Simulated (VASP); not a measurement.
# As2Se (I4_1/amd) in VASP: a series of runs, part 2 of 3

VASP 6.6.1. Earlier steps stand in the parts before.

## Step 3: Relaxation of shape and atoms at fixed volume, PBEsol (volume scaled by 0.97)

INCAR reads:

```
ALGO = Normal
EDIFF = 1E-6
EDIFFG = -0.01
ENCUT = 600
GGA = PS
IBRION = 2
ISIF = 4
ISMEAR = 0
LASPH = True
LCHARG = False
LREAL = False
LWAVE = False
NELM = 100
NSW = 50
PREC = Accurate
SIGMA = 0.1
```

KPOINTS reads:

```
k-points
0
Gamma
  8 8 8
```

POSCAR reads:

```
As2Se
1.0
   -3.4349387680      3.4349387680      2.5892173575
    3.4349387680     -3.4349387680      2.5892173575
    3.4349387680      3.4349387680     -2.5892173575
As Se
4 2
Direct
    0.8750000000      0.1250000000      0.7500000000
    0.3750000000      0.1250000000      0.2500000000
    0.8750000000      0.6250000000      0.7500000000
    0.8750000000      0.1250000000      0.2500000000
    0.5000000000      0.5000000000      0.0000000000
    0.2500000000      0.7500000000      0.5000000000
```

Potentials or basis: VASP PAW PBE potentials, release 64 (As, Se).

On the command line:

```console
> cat potpaw_PBE.64/As/POTCAR potpaw_PBE.64/Se/POTCAR > POTCAR
> mpirun -np 1 vasp_std > vasp.out
```

OUTCAR:

```text
EDIFF = 1E-6
   EDIFFG = -0.01
   ENCUT = 600
   GGA = PS
   IBRION = 2
   ISIF = 4
   ISMEAR = 0
   LASPH = True
   LREAL = False
   NELM = 100
   NSW = 50
   PREC = Accurate

 ion  position               nearest neighbor table
   1  0.875  0.125  0.750-   5 2.59   6 2.59   4 2.75   4 2.75   3 2.75   3 2.75
   2  0.375  0.125  0.250-   5 2.59   6 2.59   3 2.75   4 2.75   4 2.75   3 2.75
   3  0.875  0.625  0.750-   5 2.59   6 2.59   1 2.75   2 2.75   1 2.75   2 2.75
   4  0.875  0.125  0.250-   6 2.59   5 2.59   2 2.75   1 2.75   1 2.75   2 2.75
   5  0.500  0.500  0.000-   4 2.59   2 2.59   3 2.59   1 2.59
   6  0.250  0.750  0.500-   1 2.59   2 2.59   3 2.59   4 2.59

  LATTYP: Found a body centered tetragonal cell.
 ALAT       =     6.8698775360
 C/A-ratio  =     0.7537885047

  Lattice vectors:

 A1 = (  -3.4349387680,   3.4349387680,   2.5892173575)
 A2 = (   3.4349387680,  -3.4349387680,   2.5892173575)
 A3 = (   3.4349387680,   3.4349387680,  -2.5892173575)
[... 274 lines left out ...]

  energy without entropy =      -27.83548846  energy(sigma->0) =      -27.84124553

 E-fermi :   5.5385     XC(G=0): -10.4295

 val. band max:        5.5173469940   @ k =   0.5000   0.1250   0.0000
 cond. band min:       5.5430591534   @ k =   0.5000   0.5000   0.1250
 fundamental gap:      0.0257121594
 Fermi energy:         5.5384874466

 k-point     1 :       0.0000    0.0000    0.0000
  band No.  band energies     occupation
      1     -10.2129      2.00000
      2      -7.6833      2.00000
      3      -5.0500      2.00000
      4      -5.0500      2.00000
      5      -5.0256      2.00000
      6      -3.2859      2.00000
[... 541 lines left out ...]
     19       7.5942      0.00000
     20       8.0700      0.00000

 [... further k-points ...]

------------------------ aborting loop because EDIFF is reached ----------------------------------------

  FORCE on cell =-STRESS in cart. coord.  units (eV):
  Direction    XX          YY          ZZ          XY          YZ          ZX
  --------------------------------------------------------------------------------------
  -------------------------------------------------------------------------------------
  Total        2.0091557      2.0091557      2.0049234      0.0000000     -0.0000000      0.0000000
  in kB       26.3425412     26.3425412     26.2870505      0.0000000     -0.0000000      0.0000000
  external PRESSURE =      26.3240443 kB  Pullay stress =       0.0000000 kB
[... 21 lines left out ...]
  FREE ENERGIE OF THE ION-ELECTRON SYSTEM (eV)
  ---------------------------------------------------
  free  energy   TOTEN  =       -27.8470026016 eV

  energy  without entropy=      -27.8354884637  energy(sigma->0) =      -27.84124553

 reached required accuracy - stopping structural energy minimisation
```

CONTCAR:

```text
As2Se
   1.00000000000000
    -3.4204113789080406    3.4204113789080406    2.6112582428292561
     3.4204113789080406   -3.4204113789080406    2.6112582428292561
     3.4204113789080406    3.4204113789080406   -2.6112582428292561
  As              Se
     4     2
Direct
     0.8750000000000000    0.1250000000000000    0.7500000000000000
     0.3750000000000000    0.1250000000000000    0.2500000000000000
     0.8750000000000000    0.6250000000000000    0.7500000000000000
     0.8750000000000000    0.1250000000000000    0.2500000000000000
     0.5000000000000000    0.5000000000000000    0.0000000000000000
     0.2500000000000000    0.7500000000000000    0.5000000000000000

  0.00000000E+00  0.00000000E+00  0.00000000E+00
  0.00000000E+00  0.00000000E+00  0.00000000E+00
  0.00000000E+00  0.00000000E+00  0.00000000E+00
  0.00000000E+00  0.00000000E+00  0.00000000E+00
  0.00000000E+00  0.00000000E+00  0.00000000E+00
  0.00000000E+00  0.00000000E+00  0.00000000E+00
```

Wall time 4.6 min (1 thread of Intel Xeon Platinum 8559C (Emerald Rapids), shared host); peak memory 0.43 GiB.

Results:

```yaml
Free_energy: -27.8470 eV
Energy_gained_by_relaxing: 0.5 meV/atom
Ionic_steps: 3
Pressure_after_relaxing: 2.6 GPa
Band_gap_on_the_k_mesh: zero (band 16 reaches 5.80 eV, above the bottom of band 17 at 5.38 eV)
```

The path:
| step | energy change (eV) | largest force (eV/Å) | pressure (GPa) | volume (Å³) |
| --- | --- | --- | --- | --- |
| 1 | 0.0000 | 0.0000 | 2.89 | 122.20 |
| 2 | -0.0023 | 0.0000 | 2.77 | 122.20 |
| 3 | -0.0031 | 0.0000 | 2.63 | 122.20 |

Final structure:
```
CELL_PARAMETERS angstrom
-3.42041 3.42041 2.61126
3.42041 -3.42041 2.61126
3.42041 3.42041 -2.61126
ATOMIC_POSITIONS crystal
As 0.87500 0.12500 0.75000
As 0.37500 0.12500 0.25000
As 0.87500 0.62500 0.75000
As 0.87500 0.12500 0.25000
Se 0.50000 0.50000 0.00000
Se 0.25000 0.75000 0.50000
```

Caveat: the cell differs from its parent crystal (volume scaled by 0.97); the PAW data sets were made with another functional, which shifts forces and pressure a little.

## Step 4: Relaxation of shape and atoms at fixed volume, PBEsol (volume scaled by 1.03)

INCAR reads:

```
SYSTEM = As2Se
  PREC = Accurate
  ENCUT = 600
  EDIFF = 1E-6
  ISMEAR = 0
  SIGMA = 0.1
  LREAL = .False.
  LASPH = .True.
  NELM = 100
  ALGO = Normal
  ISIF = 4
  LWAVE = .False.
  LCHARG = .False.
  GGA = PS
  IBRION = 2
  NSW = 50
  EDIFFG = -0.01
```

KPOINTS reads:

```
Automatic mesh
0
Gamma
  8 8 8
  0 0 0
```

Edit POSCAR of step 3 so:

```diff
@@ -2,5 +2,5 @@
 1.0
-   -3.4349387680      3.4349387680      2.5892173575
-    3.4349387680     -3.4349387680      2.5892173575
-    3.4349387680      3.4349387680     -2.5892173575
+   -3.5043501714      3.5043501714      2.6415388755
+    3.5043501714     -3.5043501714      2.6415388755
+    3.5043501714      3.5043501714     -2.6415388755
 As Se
```

Potentials or basis: VASP PAW PBE potentials, release 64 (As, Se).

On the command line:

```console
> cat potpaw_PBE.64/As/POTCAR potpaw_PBE.64/Se/POTCAR > POTCAR
> mpirun -np 1 vasp_std > vasp.out
```

OUTCAR:

```text
SYSTEM = As2Se
   PREC = Accurate
   ENCUT = 600
   EDIFF = 1E-6
   ISMEAR = 0
   LREAL = .False.
   LASPH = .True.
   NELM = 100
   ISIF = 4
   GGA = PS
   IBRION = 2
   NSW = 50
   EDIFFG = -0.01

 ion  position               nearest neighbor table
   1  0.875  0.125  0.750-   5 2.64   6 2.64   4 2.81   4 2.81   3 2.81   3 2.81
   2  0.375  0.125  0.250-   5 2.64   6 2.64   3 2.81   4 2.81   4 2.81   3 2.81
   3  0.875  0.625  0.750-   5 2.64   6 2.64   1 2.81   2 2.81   1 2.81   2 2.81
   4  0.875  0.125  0.250-   6 2.64   5 2.64   2 2.81   1 2.81   1 2.81   2 2.81
   5  0.500  0.500  0.000-   2 2.64   3 2.64   4 2.64   1 2.64
   6  0.250  0.750  0.500-   2 2.64   3 2.64   1 2.64   4 2.64

  LATTYP: Found a body centered tetragonal cell.
 ALAT       =     7.0087003428
 C/A-ratio  =     0.7537885047

  Lattice vectors:

 A1 = (  -3.5043501714,   3.5043501714,   2.6415388755)
 A2 = (   3.5043501714,  -3.5043501714,   2.6415388755)
 A3 = (   3.5043501714,   3.5043501714,  -2.6415388755)

Analysis of symmetry for initial positions (statically):
=====================================================================
 Subroutine PRICEL returns:
 Original cell was already a primitive cell.

 Routine SETGRP: Setting up the symmetry group for a
 body centered tetragonal supercell.

 Subroutine GETGRP returns: Found 16 space group operations
 (whereof  8 operations were pure point group operations)
 out of a pool of 16 trial point group operations.

The static configuration has the point symmetry D_2d.
 The point group associated with its full space group is D_4h.

Analysis of symmetry for dynamics (positions and initial velocities):
=====================================================================
 Subroutine PRICEL returns:
 Original cell was already a primitive cell.

[... 136 lines left out ...]
     AMIX_MAG =   1.60;   BMIX_MAG =  1.00
  volume/ion in A,a.u.               =      21.63       145.94
  Fermi-wavevector in a.u.,A,eV,Ry     =   1.026630  1.940050 14.340135  1.053970
  Thomas-Fermi vector in A             =   2.160533
   LORBIT       =      0    0 simple, 1 ext, 2 COOP (PROOUT), +10 PAW based schemes
   GGA     = PS    functional components
   LHFCALC =     F    Hartree Fock is set to
   AEXX    =    0.0000 exact exchange contribution
   IVDW    =     0    specifies the selected vdW correction
   LEPSILON=     F    determine dielectric tensor
   LRPA    =     F    only Hartree local field effects (RPA)
 conjugate gradient relaxation of ions
 non-spin polarized calculation
 Gauss-broadening in eV      SIGMA  =   0.10
  energy-cutoff  :      600.00
  volume of cell :      129.76
 maximum number of plane-waves:      4350
 NGX is ok and might be reduce to    48
   NGX = 23   NGY = 23   NGZ = 23

--------------------------------------- Ionic step        1  -------------------------------------------

 number of electron      32.0000000 magnetization

 Free energy of the ion-electron system (eV)
  ---------------------------------------------------
  ext. energy  EPLUGINS =         0.00000000
  ---------------------------------------------------
  free energy    TOTEN  =       -27.85765175 eV

  energy without entropy =      -27.84546869  energy(sigma->0) =      -27.85156022

------------------------ aborting loop because EDIFF is reached ----------------------------------------

  FORCE on cell =-STRESS in cart. coord.  units (eV):
  Direction    XX          YY          ZZ          XY          YZ          ZX
  --------------------------------------------------------------------------------------
  -------------------------------------------------------------------------------------
  Total       -1.4828487     -1.4828487     -2.0092011      0.0000000      0.0000000      0.0000000
  in kB      -18.3094559    -18.3094559    -24.8085850      0.0000000      0.0000000      0.0000000
  external PRESSURE =     -20.4758323 kB  Pullay stress =       0.0000000 kB
[... 67 lines left out ...]
--------------------------------------- Ionic step        3  -------------------------------------------

 number of electron      32.0000000 magnetization

 Free energy of the ion-electron system (eV)
  ---------------------------------------------------
  ext. energy  EPLUGINS =         0.00000000
  ---------------------------------------------------
  free energy    TOTEN  =       -27.85914810 eV

  energy without entropy =      -27.84724830  energy(sigma->0) =      -27.85319820

 E-fermi :   4.8509     XC(G=0): -10.1623

 val. band max:        4.8412292534   @ k =   0.5000   0.5000   0.1250
 cond. band min:       4.8596666149   @ k =  -0.2500   0.5000   0.2500
 fundamental gap:      0.0184373615
 Fermi energy:         4.8508959452

 k-point     1 :       0.0000    0.0000    0.0000
  band No.  band energies     occupation
      1     -10.3919      2.00000
      2      -8.1653      2.00000
      3      -5.5918      2.00000
      4      -5.5918      2.00000
      5      -5.5584      2.00000
      6      -3.8903      2.00000
[... 541 lines left out ...]
     19       6.7768      0.00000
     20       7.3814      0.00000

 [... further k-points ...]
[... 5 lines left out ...]
  --------------------------------------------------------------------------------------
  -------------------------------------------------------------------------------------
  Total       -1.5435004     -1.5435004     -1.5687106      0.0000000      0.0000000      0.0000000
  in kB      -19.0583515    -19.0583515    -19.3696344      0.0000000      0.0000000      0.0000000
  external PRESSURE =     -19.1621125 kB  Pullay stress =       0.0000000 kB
[... 21 lines left out ...]
  FREE ENERGIE OF THE ION-ELECTRON SYSTEM (eV)
  ---------------------------------------------------
  free  energy   TOTEN  =       -27.8591480955 eV

  energy  without entropy=      -27.8472483049  energy(sigma->0) =      -27.85319820

 reached required accuracy - stopping structural energy minimisation
```

OSZICAR:

```text
N       E                     dE             d eps       ncg     rms          rms(c)
DAV:   1     0.160977131634E+03    0.16098E+03   -0.14275E+04  2360   0.153E+03
DAV:   2    -0.139084867962E+02   -0.17489E+03   -0.16876E+03  3120   0.210E+02
DAV:   3    -0.275624795334E+02   -0.13654E+02   -0.13188E+02  2920   0.615E+01
DAV:   4    -0.279313885344E+02   -0.36891E+00   -0.36191E+00  3052   0.947E+00
[... 17 lines left out ...]
DAV:   1    -0.278593696309E+02   -0.59523E-03   -0.37682E-02  2416   0.981E-01    0.102E-01
DAV:   2    -0.278592414648E+02    0.12817E-03   -0.13340E-03  2984   0.207E-01    0.537E-02
DAV:   3    -0.278591498663E+02    0.91598E-04   -0.29662E-04  3080   0.878E-02    0.125E-02
DAV:   4    -0.278591483061E+02    0.15602E-05   -0.27106E-05  2772   0.323E-02    0.726E-03
DAV:   5    -0.278591480955E+02    0.21063E-06   -0.53079E-06  2668   0.109E-02
   3 F= -.27859148E+02 E0= -.27853198E+02  d E =-.149634E-02
```

It took 4.8 min on 1 thread of Intel Xeon Platinum 8559C (Emerald Rapids), shared host; peak memory 0.44 GiB.

What came out:

```
Free energy               : -27.8591 eV
Energy gained by relaxing : 0.2 meV/atom
Ionic steps               : 3
Pressure after relaxing   : -1.9 GPa
Band gap on the k mesh    : zero (band 16 reaches 5.13 eV, above the bottom of band 17 at 4.70 eV)
```

The path:
```
step  energy change (eV)  largest force (eV/Å)  pressure (GPa)  volume (Å³)
   1              0.0000                0.0000           -2.05       129.76
   2             -0.0011                0.0000           -1.98       129.76
   3             -0.0015                0.0000           -1.92       129.76
```

Final structure:
```cif
data_structure
_symmetry_space_group_name_H-M 'P 1'
_symmetry_Int_Tables_number 1
_cell_length_a 5.6211
_cell_length_b 5.6211
_cell_length_c 5.6211
_cell_angle_alpha 102.620
_cell_angle_beta 102.620
_cell_angle_gamma 124.265
_cell_volume 129.76
loop_
_atom_site_label
_atom_site_type_symbol
_atom_site_fract_x
_atom_site_fract_y
_atom_site_fract_z
_atom_site_occupancy
As1 As 0.87500 0.12500 0.75000 1
As2 As 0.37500 0.12500 0.25000 1
As3 As 0.87500 0.62500 0.75000 1
As4 As 0.87500 0.12500 0.25000 1
Se1 Se 0.50000 0.50000 0.00000 1
Se2 Se 0.25000 0.75000 0.50000 1
```

Caveat: the cell differs from its parent crystal (volume scaled by 1.03); the PAW data sets were made with another functional, which shifts forces and pressure a little.

[end of part 2 of 3]
